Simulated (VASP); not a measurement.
# Si (Pm-3m) in VASP: further runs

Si is run at these levels: PBE; tasks: density of states.

Everything below comes from runs of VASP 6.6.1. Logs are shortened: lines on timing, memory, paths and dates and some standing lists are left out, and cuts for length are marked.

## (1) The cell of the first run

It takes space group Pm-3m (No. 221, cubic). The conventional cell has a = 2.008 Å, b = 2.008 Å, c = 2.008 Å, α = 90.00°, β = 90.00°, γ = 90.00°. Si (site symmetry m-3m) has 6 Si at 2.01 Å within 2.7 Å.

## (2) Density of states, PBE (volume scaled by 0.5)

Contents of POSCAR:

```
Si
1.0
    2.0083172543      0.0000000000      0.0000000000
    0.0000000000      2.0083172543      0.0000000000
    0.0000000000      0.0000000000      2.0083172543
Si
1
Direct
    0.0000000000      0.0000000000      0.0000000000
```

Contents of INCAR.step1:

```
SYSTEM = Si
  PREC = Accurate
  ENCUT = 520
  EDIFF = 1E-6
  ISMEAR = -1
  SIGMA = 0.08
  LREAL = .False.
  LASPH = .True.
  NELM = 80
  ALGO = Normal
  ISIF = 2
  LWAVE = .False.
  LCHARG = .True.
  GGA = PE
  NBANDS = 8
```

Contents of KPOINTS.step1:

```
regular mesh
0
Gamma
  15 15 15
  0 0 0
```

Contents of INCAR.step2:

```
SYSTEM = Si
  PREC = Accurate
  ENCUT = 520
  EDIFF = 1E-6
  ISMEAR = -5
  SIGMA = 0.08
  LREAL = .False.
  LASPH = .True.
  NELM = 80
  ALGO = Normal
  ISIF = 2
  LWAVE = .False.
  LCHARG = .False.
  GGA = PE
  LORBIT = 11
  NEDOS = 1001
  ICHARG = 11
```

Contents of KPOINTS.step2:

```
regular mesh
0
Gamma
  23 23 23
  0 0 0
```

Potentials or basis: VASP PAW PBE potentials, release 64 (Si).

Launch:

```console
$ cat potpaw_PBE.64/Si/POTCAR > POTCAR
$ cp INCAR.step1 INCAR
$ cp KPOINTS.step1 KPOINTS
$ mpirun -np 1 vasp_std > vasp.out
$ cp INCAR.step2 INCAR
$ cp KPOINTS.step2 KPOINTS
$ mpirun -np 1 vasp_std > vasp.out
```

OUTCAR:

```text
SYSTEM = Si
   PREC = Accurate
   ENCUT = 520
   EDIFF = 1E-6
   ISMEAR = -5
   LREAL = .False.
   LASPH = .True.
   NELM = 80
   ISIF = 2
   GGA = PE
   LORBIT = 11
   ICHARG = 11

 ion  position               nearest neighbor table
   1  0.000  0.000  0.000-

  LATTYP: Found a simple cubic cell.
 ALAT       =     2.0083172543

  Lattice vectors:

 A1 = (   2.0083172543,   0.0000000000,   0.0000000000)
 A2 = (   0.0000000000,   2.0083172543,   0.0000000000)
 A3 = (   0.0000000000,   0.0000000000,   2.0083172543)

Analysis of symmetry for initial positions (statically):
=====================================================================
 Subroutine PRICEL returns:
 Original cell was already a primitive cell.

 Routine SETGRP: Setting up the symmetry group for a
 simple cubic supercell.

 Subroutine GETGRP returns: Found 48 space group operations
 (whereof 48 operations were pure point group operations)
 out of a pool of 48 trial point group operations.

The static configuration has the point symmetry O_h .

Analysis of symmetry for dynamics (positions and initial velocities):
=====================================================================
 Subroutine PRICEL returns:
 Original cell was already a primitive cell.

 Routine SETGRP: Setting up the symmetry group for a
 simple cubic supercell.

 Subroutine GETGRP returns: Found 48 space group operations
 (whereof 48 operations were pure point group operations)
 out of a pool of 48 trial point group operations.

The dynamic configuration has the point symmetry O_h .

 Subroutine INISYM returns: Found 48 space group operations
 (whereof 48 operations are pure point group operations),
 and found     1 'primitive' translations

----------------------------------------------------------------------------------------

                                     Primitive cell

  volume of cell :       8.1002

  direct lattice vectors                    reciprocal lattice vectors
     2.008317254  0.000000000  0.000000000     0.497929298  0.000000000  0.000000000
     0.000000000  2.008317254  0.000000000     0.000000000  0.497929298  0.000000000
     0.000000000  0.000000000  2.008317254     0.000000000  0.000000000  0.497929298

  length of vectors
     2.008317254  2.008317254  2.008317254     0.497929298  0.497929298  0.497929298

  position of ions in fractional coordinates (direct lattice)
     0.000000000  0.000000000  0.000000000

  ion indices of the primitive-cell ions
   primitive index   ion index
                 1           1

----------------------------------------------------------------------------------------

 KPOINTS: regular mesh

Automatic generation of k-mesh.
 Grid dimensions read from file:
 generate k-points for:   23   23   23

 Generating k-lattice:

  Cartesian coordinates                     Fractional coordinates (reciprocal lattice)
     0.021649100  0.000000000  0.000000000     0.043478261  0.000000000  0.000000000
     0.000000000  0.021649100  0.000000000     0.000000000  0.043478261  0.000000000
     0.000000000  0.000000000  0.021649100     0.000000000  0.000000000  0.043478261

  Length of vectors
     0.021649100  0.021649100  0.021649100

  Shift w.r.t. Gamma in fractional coordinates (k-lattice)
     0.000000000  0.000000000  0.000000000

 TETIRR: Found   6051 inequivalent tetrahedra from    73002

 Subroutine IBZKPT returns following result:
 ===========================================

 Found    364 irreducible k-points:

 Following reciprocal coordinates:
            Coordinates               Weight
  0.000000  0.000000  0.000000      1.000000
  0.043478  0.000000  0.000000      6.000000
  0.086957  0.000000  0.000000      6.000000
  0.130435  0.000000  0.000000      6.000000
  0.173913  0.000000  0.000000      6.000000
  0.217391  0.000000  0.000000      6.000000
[... 16 lines left out ...]
  0.478261  0.043478  0.000000     24.000000
  0.086957  0.086957  0.000000     12.000000
 [... further k-points ...]
   k-points           NKPTS =    364   k-points in BZ     NKDIM =    364   number of bands    NBANDS=      6
   number of dos      NEDOS =   1001   number of ions     NIONS =      1
   total plane-waves  NPLWV =   4096
   dimension x,y,z NGX =    16 NGY =   16 NGZ =   16
   dimension x,y,z NGXF=    32 NGYF=   32 NGZF=   32
   ions per type =               1
   NGX,Y,Z   is equivalent  to a cutoff of  13.24, 13.24, 13.24 a.u.
   NGXF,Y,Z  is equivalent  to a cutoff of  26.49, 26.49, 26.49 a.u.
 SYSTEM =  Si
   PREC   = accura    normal or accurate (medium, high low for compatibility)
   ISTART =      0    job   : 0-new  1-cont  2-samecut
   ICHARG =     11    charge: 1-file 2-atom 10-const
   ISPIN  =      1    spin polarized calculation?
   LNONCOLLINEAR =      F non collinear calculations
   LSORBIT =      F    spin-orbit coupling
   LASPH  =      T    aspherical Exc in radial PAW
   ENCUT  =  520.0 eV  38.22 Ry    6.18 a.u.   3.73  3.73  3.73*2*pi/ulx,y,z
   NELM   =     80;   NELMIN=  2; NELMDL=  0     # of ELM steps
   EDIFF  = 0.1E-05   stopping-criterion for ELM
   LREAL  =      F    real-space projection
   EDIFFG = 0.1E-04   stopping-criterion for IOM
   NSW    =      0    number of steps for IOM
   IBRION =     -1    ionic relax: 0-MD 1-quasi-New 2-CG
   NFREE  =      0    steps in history (QN), initial steepest desc. (CG)
   ISIF   =      2    stress and relaxation
   ISYM   =      2    0-nonsym 1-usesym 2-fastsym
   POTIM  = 0.5000    time-step for ionic-motion
   TEBEG  =    0.0;   TEEND  =   0.0 temperature during run
   PSTRESS=    0.0 pullay stress
   NELECT =       4.0000    total number of electrons
   NUPDOWN=      -1.0000    fix difference up-down
   EMIN   =  10.00;   EMAX   =-10.00  energy-range for DOS
   EFERMI =   0.00;   METHOD = LEGACY
   ISMEAR =    -5;   SIGMA  =   0.08  broadening in eV -4-tet -1-fermi 0-gaus
   EFERMI_NEDOS =   21; number of points for ismear=-14 and -15
   IALGO  =     38    algorithm
   IMIX   =      4    mixing-type and parameters
     AMIX     =   0.40;   BMIX     =  1.00
     AMIX_MAG =   1.60;   BMIX_MAG =  1.00
  volume/ion in A,a.u.               =       8.10        54.66
  Fermi-wavevector in a.u.,A,eV,Ry     =   1.293985  2.445277 22.781550  1.674397
  Thomas-Fermi vector in A             =   2.425596
   LORBIT       =     11    0 simple, 1 ext, 2 COOP (PROOUT), +10 PAW based schemes
   GGA     = PE    functional components
   LHFCALC =     F    Hartree Fock is set to
   AEXX    =    0.0000 exact exchange contribution
   IVDW    =     0    specifies the selected vdW correction
   LEPSILON=     F    determine dielectric tensor
   LRPA    =     F    only Hartree local field effects (RPA)
 non-spin polarized calculation
 Fermi weights with tetrahedron method with Bloechl corrections
  energy-cutoff  :      520.00
  volume of cell :        8.10
 maximum number of plane-waves:       228
 NGX is ok and might be reduce to    16

 number of electron       4.0000000 magnetization

 Free energy of the ion-electron system (eV)
  ---------------------------------------------------
  ext. energy  EPLUGINS =         0.00000000
  ---------------------------------------------------
  free energy    TOTEN  =        -1.09390332 eV

  energy without entropy =       -1.09390332  energy(sigma->0) =       -1.09390332

 E-fermi :  19.3600     XC(G=0): -13.6444

 val. band max:       19.7939507360   @ k =   0.3913   0.3913   0.3913
 cond. band min:      19.2701605464   @ k =   0.3478   0.3478   0.1304
 fundamental gap:     -0.5237901897
 Fermi energy:        19.3599857580

 k-point     1 :       0.0000    0.0000    0.0000
  band No.  band energies     occupation
      1      -1.1286      2.00000
      2      26.8189      0.00000
      3      26.8189      0.00000
      4      33.0524      0.00000
      5      33.0524      0.00000
      6      33.0524      0.00000

 k-point     2 :       0.0435    0.0000    0.0000
  band No.  band energies     occupation
      1      -1.0611      2.00000
      2      26.1638      0.00000
      3      26.8757      0.00000
      4      33.0995      0.00000
      5      33.0995      0.00000
      6      33.6171      0.00000

 k-point     3 :       0.0870    0.0000    0.0000
  band No.  band energies     occupation
      1      -0.8587      2.00000
      2      24.6509      0.00000
      3      27.0452      0.00000
      4      33.2411      0.00000
      5      33.2411      0.00000
      6      34.8590      0.00000

 k-point     4 :       0.1304    0.0000    0.0000
  band No.  band energies     occupation
      1      -0.5221      2.00000
      2      22.8043      0.00000
      3      27.3243      0.00000
      4      33.4770      0.00000
      5      33.4770      0.00000
      6      36.2614      0.00000

 k-point     5 :       0.1739    0.0000    0.0000
  band No.  band energies     occupation
      1      -0.0525      2.00000
      2      20.8463     -0.11248
      3      27.7072      0.00000
      4      33.8072      0.00000
      5      33.8072      0.00000
      6      37.6283      0.00000
[... 136 lines left out ...]
 k-point    21 :       0.3913    0.0435    0.0000
  band No.  band energies     occupation
      1       4.2849      2.00000
      2      11.5144      2.00000
      3      30.2028      0.00000
      4      36.4363      0.00000
      5      36.8646      0.00000
      6      42.2841      0.00000

 k-point    22 :       0.4348    0.0435    0.0000
  band No.  band energies     occupation
      1       5.5007      2.00000
      2       9.8699      2.00000
      3      30.7394      0.00000
      4      36.8797      0.00000
      5      37.6556      0.00000
      6      41.5053      0.00000

 k-point    23 :       0.4783    0.0435    0.0000
  band No.  band energies     occupation
      1       6.8058      2.00000
      2       8.3497      2.00000
      3      31.0554      0.00000
      4      37.1149      0.00000
      5      38.2976      0.00000
      6      41.0999      0.00000

 k-point    24 :       0.0870    0.0870    0.0000
  band No.  band energies     occupation
      1      -0.5893      2.00000
      2      24.1798      0.00000
      3      25.7920      0.00000
      4      33.3573      0.00000
      5      33.4304      0.00000
      6      36.6348      0.00000

 [... further k-points ...]
[... 5 lines left out ...]
  --------------------------------------------------------------------------------------
  -------------------------------------------------------------------------------------
  Total       13.9141428     13.9141428     13.9141428      0.0000000     -0.0000000      0.0000000
  in kB     2752.1371898   2752.1371898   2752.1371898      0.0000000     -0.0000000      0.0000000
  external PRESSURE =    2752.1371898 kB  Pullay stress =       0.0000000 kB

 VOLUME and BASIS-vectors are now :
 -----------------------------------------------------------------------------
  energy-cutoff  :      520.00
  volume of cell :        8.10
      direct lattice vectors                 reciprocal lattice vectors
     2.008317254  0.000000000  0.000000000     0.497929298  0.000000000  0.000000000
     0.000000000  2.008317254  0.000000000     0.000000000  0.497929298  0.000000000
     0.000000000  0.000000000  2.008317254     0.000000000  0.000000000  0.497929298

 POSITION                                       TOTAL-FORCE (eV/Angst)
 -----------------------------------------------------------------------------------
      0.00000      0.00000      0.00000         0.000000      0.000000      0.000000
 -----------------------------------------------------------------------------------
    total drift:                                0.000000     -0.000000     -0.000000

  FREE ENERGIE OF THE ION-ELECTRON SYSTEM (eV)
  ---------------------------------------------------
  free  energy   TOTEN  =        -1.0939033198 eV

  energy  without entropy=       -1.0939033198  energy(sigma->0) =       -1.09390332

 total charge

# of ion       s       p       d       tot
------------------------------------------
    1        0.872   1.383   0.000   2.255
```

Run time: 6.8 s. Hardware: 1 thread of Intel Xeon Platinum 8488C (Sapphire Rapids), shared host; peak memory 0.12 GiB.

What came out:

| Property | Result |
| --- | --- |
| Valence electrons inside the program's atomic spheres | Si 2.25 |

Levels at points of the mesh, in eV from the Fermi level:
```csv
k point,band 1,band 2,band 3,band 4,band 5,band 6
"(0.00, 0.00, 0.00)",-20.49,7.46,7.46,13.69,13.69,13.69
```

Caveat: the cell differs from its parent crystal (volume scaled by 0.5); tetrahedron occupations give inexact forces and stress in metals.

## (3) Density of states, PBE

This run uses another cell than the first one, of 16.20 Å³/atom, 2.000 times its volume.

Contents of POSCAR:

```
Si
1.0
    2.5303211836      0.0000000000      0.0000000000
    0.0000000000      2.5303211836      0.0000000000
    0.0000000000      0.0000000000      2.5303211836
Si
1
Direct
    0.0000000000      0.0000000000      0.0000000000
```

Contents of INCAR.step1:

```
SYSTEM = Si
  ALGO = Normal
  EDIFF = 1E-7
  ENCUT = 520
  GGA = PE
  ISIF = 2
  ISMEAR = -1
  LASPH = .TRUE.
  LCHARG = .TRUE.
  LREAL = .FALSE.
  LWAVE = .FALSE.
  NBANDS = 8
  NELM = 80
  PREC = Accurate
  SIGMA = 0.08
```

Contents of KPOINTS.step1:

```
k-points
0
G
  15 15 15
  0 0 0
```

Contents of INCAR.step2:

```
SYSTEM = Si
  ALGO = Normal
  EDIFF = 1E-7
  ENCUT = 520
  GGA = PE
  ICHARG = 11
  ISIF = 2
  ISMEAR = -5
  LASPH = .TRUE.
  LCHARG = .FALSE.
  LORBIT = 11
  LREAL = .FALSE.
  LWAVE = .FALSE.
  NEDOS = 1001
  NELM = 80
  PREC = Accurate
  SIGMA = 0.08
```

Contents of KPOINTS.step2:

```
k-points
0
G
  23 23 23
  0 0 0
```

Potentials or basis: VASP PAW PBE potentials, release 64 (Si).

Launch:

```console
$ cat potpaw_PBE.64/Si/POTCAR > POTCAR
$ cp INCAR.step1 INCAR
$ cp KPOINTS.step1 KPOINTS
$ mpirun -np 1 vasp_std > vasp.out
$ cp INCAR.step2 INCAR
$ cp KPOINTS.step2 KPOINTS
$ mpirun -np 1 vasp_std > vasp.out
```

It took 15 s on 1 thread of Intel Xeon Platinum 8488C (Sapphire Rapids), shared host; peak memory 0.14 GiB.

Results (log left out):

```
Valence electrons inside the program's atomic spheres : Si 1.61
```

Levels at points of the mesh, in eV from the Fermi level:
| k point | band 1 | band 2 | band 3 | band 4 | band 5 | band 6 |
| --- | --- | --- | --- | --- | --- | --- |
| (0.00, 0.00, 0.00) | -13.20 | 7.44 | 7.44 | 7.67 | 7.67 | 7.67 |

Caveat: tetrahedron occupations give inexact forces and stress in metals.

## (4) Density of states, PBE (volume scaled by 0.43)

Contents of POSCAR:

```
Si
1.0
    1.9098465298      0.0000000000      0.0000000000
    0.0000000000      1.9098465298      0.0000000000
    0.0000000000      0.0000000000      1.9098465298
Si
1
Direct
    0.0000000000      0.0000000000      0.0000000000
```

Contents of INCAR.step1:

```
  PREC = Accurate
  ENCUT = 520
  EDIFF = 1E-7
  ISMEAR = -1
  SIGMA = 0.08
  LREAL = False
  LASPH = True
  NELM = 60
  ALGO = Normal
  ISIF = 2
  LWAVE = False
  LCHARG = True
  GGA = PE
  NBANDS = 8
```

Contents of KPOINTS.step1:

```
Automatic mesh
0
Gamma
  15 15 15
```

Contents of INCAR.step2:

```
  PREC = Accurate
  ENCUT = 520
  EDIFF = 1E-7
  ISMEAR = -5
  SIGMA = 0.08
  LREAL = False
  LASPH = True
  NELM = 60
  ALGO = Normal
  ISIF = 2
  LWAVE = False
  LCHARG = False
  GGA = PE
  LORBIT = 11
  NEDOS = 1001
  ICHARG = 11
```

Contents of KPOINTS.step2:

```
Automatic mesh
0
Gamma
  23 23 23
```

Launch:

```console
$ cat potpaw_PBE.64/Si/POTCAR > POTCAR
$ cp INCAR.step1 INCAR
$ cp KPOINTS.step1 KPOINTS
$ mpirun -np 1 vasp_std > vasp.out
$ cp INCAR.step2 INCAR
$ cp KPOINTS.step2 KPOINTS
$ mpirun -np 1 vasp_std > vasp.out
```

Run time: 5.9 s. Hardware: 1 thread of Intel Xeon Platinum 8559C (Emerald Rapids), shared host; peak memory 0.11 GiB.

The run converged. Its results:

| Property | Result |
| --- | --- |
| Valence electrons inside the program's atomic spheres | Si 2.49 |

Levels at points of the mesh, in eV from the Fermi level:
```
           k point  band 1  band 2  band 3  band 4  band 5  band 6
(0.00, 0.00, 0.00)  -22.30    7.49    7.49   15.59   15.59   15.59
```

Caveat: the cell differs from its parent crystal (volume scaled by 0.43); tetrahedron occupations give inexact forces and stress in metals.
